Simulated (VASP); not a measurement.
The system is NaCl.

```
Cl Na
1.0
     3.50219    0.00000    0.00000
     0.00000    3.50219    0.00000
     0.00000    0.00000    3.50219
Cl Na
1 1
Direct
  0.50000 0.50000 0.50000
  0.00000 0.00000 0.00000
```

```yaml
Program: VASP 6.6.1
Task: relaxation of cell and atoms
Functional: BLYP
Potentials_or_basis: VASP PAW PBE potentials, release 64 (Cl, Na_pv)
Cutoff: 600 eV
k_mesh: 8 × 8 × 8
Occupations: fermi-dirac, width 0.05 eV
Spin: no spin polarisation
```

At the start: pressure 1.1 GPa; volume 21.48 Å³/atom.

Q: Where does the relaxation end?

A: Over 4 steps the energy falls by 3.3 meV/atom and the volume is 22.47 Å³/atom (+4.6 %); space group Pm-3m (No. 221, to 0.05 Å).

Step by step:
| step | energy change (eV) | largest force (eV/Å) | pressure (GPa) | volume (Å³) |
| --- | --- | --- | --- | --- |
| 1 | 0.0000 | 0.0000 | 1.13 | 42.96 |
| 2 | -0.0050 | 0.0000 | 0.56 | 43.91 |
| 3 | -0.0065 | 0.0000 | -0.11 | 45.14 |
| 4 | -0.0066 | 0.0000 | -0.02 | 44.94 |

Final structure:
```
Cl Na
1.0
     3.55536    0.00000    0.00000
     0.00000    3.55536    0.00000
     0.00000    0.00000    3.55536
Cl Na
1 1
Direct
  0.50000 0.50000 0.50000
  0.00000 0.00000 0.00000
```

Caveat: the PAW data sets were made with another functional, which shifts forces and pressure a little.
